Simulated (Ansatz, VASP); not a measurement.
**One calculation of BN, two programs**

```
CELL_PARAMETERS angstrom
0.00000 1.86739 1.81300
1.86739 0.00000 1.81300
1.86739 1.86739 0.00000
ATOMIC_POSITIONS crystal
B 0.00000 0.00000 0.00000
N 0.75000 0.75000 0.75000
```

Change from the starting cell: strain +0.030 along x and y, +0.000 along z, atoms carried along.

Alike in both runs: task single point; functional PBE; k mesh 12 × 12 × 12; occupations gaussian, width 0.05 eV; no spin polarisation.

|  | VASP | Ansatz |
| --- | --- | --- |
| version | VASP 6.6.1 | Ansatz 0.2.0 |
| potentials or method | VASP PAW PBE potentials, release 64 (B, N), cutoff 520 eV | scalar-relativistic, plane waves, PAW |
| valence electrons in the cell | 8 | 8 |

VASP gave:

| Quantity | Value |
| --- | --- |
| gap on the k mesh at the Fermi level (eV) | 3.90 |
| least direct gap on the mesh (eV) | 8.19 |
| pressure (GPa) | -19.9 |
| traceless stress, the component that is largest in VASP (GPa) | 10.91 |

What did Ansatz give for the same quantities?

gap on the k mesh at the Fermi level (eV): 3.91; least direct gap on the mesh (eV): 8.20; pressure (GPa): -20.0; traceless stress, the component that is largest in VASP (GPa): 10.89.

The functional is the same, so the differences come from potentials, cutoffs and numerics.
